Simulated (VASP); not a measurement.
Set up this calculation in VASP 6.6.1, as the native input.

```yaml
Task: relaxation of cell and atoms
Functional: PBE
Potentials_or_basis: VASP PAW PBE potentials, release 64 (Ga_d, N)
Cutoff: 600 eV
k_mesh: 6 × 6 × 4
Occupations: gaussian, width 0.1 eV
Spin: no spin polarisation
Dipole_correction: no
Further_INCAR_settings: ALGO = Normal; EDIFF = 1e-06; IBRION = 2; EDIFFG = -0.04; NSW = 90; ISIF = 3
```

The structure of GaN lies in POSCAR:

```
GaN
1.0
    2.7726990400      0.0000000000      0.0000000000
   -1.3863495200      2.4012278000      0.0000000000
    0.0000000000      0.0000000000      7.1232711600
Ga N
3 3
Direct
    0.3333333300      0.6666666700      0.8144988200
    0.0000000000      0.0000000000      0.5000000000
    0.6666666700      0.3333333300      0.1855011800
    0.0000000000      0.0000000000      0.0000000000
    0.6666666700      0.3333333300      0.6557636600
    0.3333333300      0.6666666700      0.3442363400
```

One way to write it, as run:

INCAR

```
PREC = Accurate
ENCUT = 600
EDIFF = 1E-6
ISMEAR = 0
SIGMA = 0.1
LREAL = False
LASPH = True
NELM = 100
ALGO = Normal
ISIF = 3
LWAVE = False
LCHARG = False
GGA = PE
IBRION = 2
NSW = 90
EDIFFG = -0.04
```

KPOINTS

```
Automatic mesh
0
Gamma
  6 6 4
```

Potentials or basis: VASP PAW PBE potentials, release 64 (Ga_d, N).

Run with:

```sh
$ cat potpaw_PBE.64/Ga_d/POTCAR potpaw_PBE.64/N/POTCAR > POTCAR
$ mpirun -np 1 vasp_std > vasp.out
```

Results of the run:

| Item | Value |
| --- | --- |
| Relaxed volume | 9.76 Å³/atom |
| Relaxed cell | a = 3.022 Å, b = 3.022 Å, c = 7.406 Å, α = 90.00°, β = 90.00°, γ = 120.00° |
| Space group after relaxing (to 0.1 Å) | Fm-3m (No. 225) |
| Energy gained by relaxing | 475.1 meV/atom |
| Ionic steps | 10 |
| Pressure after relaxing | -0.3 GPa |
| Largest force after relaxing | 0.012 eV/Å |
| Band gap on the k mesh | 0.36 eV (least direct gap 1.40 eV) |

Caveat: the k points lie up to 0.40 Å⁻¹ apart in the final cell; the volume moved by over 15 % at a fixed basis, so the end points are rough.

It took 7.8 min on 1 thread of Intel Xeon 8259CL (shared host), peak memory 0.21 GiB.
